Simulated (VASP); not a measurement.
Runs of VASP 6.6.1 on TiC. The structure is that of space group Fm-3m (No. 225), or close to it. The cells are those of the table. 

```tsv
task	cell	gap on the mesh (eV)	pressure (GPa)
electric field gradients	a = 3.015 Å, angles 62.0°, 2 atoms	none	(a)
electric field gradients	a = 3.029 Å, angles 60.0°, 2 atoms	none	9.3
electric field gradients	a = 3.091 Å, angles 58.7°, 2 atoms	none	1.2
single point	a = 3.045 Å, angles 60.7°, 2 atoms	none	(b)
electric field gradients	a = 2.998 Å, angles 60.0°, 2 atoms	none	18.6
```

Alike in all rows: level PBE; potentials or basis VASP PAW PBE potentials, release 64 (Ti_sv, C); no spin polarisation; k mesh 16 × 16 × 16; cutoff (eV) 520; smearing fermi-dirac 0.03 eV.

Fill in the values left out.

(a) 1.3; (b) 1.1.

A gap of «none» marks levels without a gap at the run's occupations.
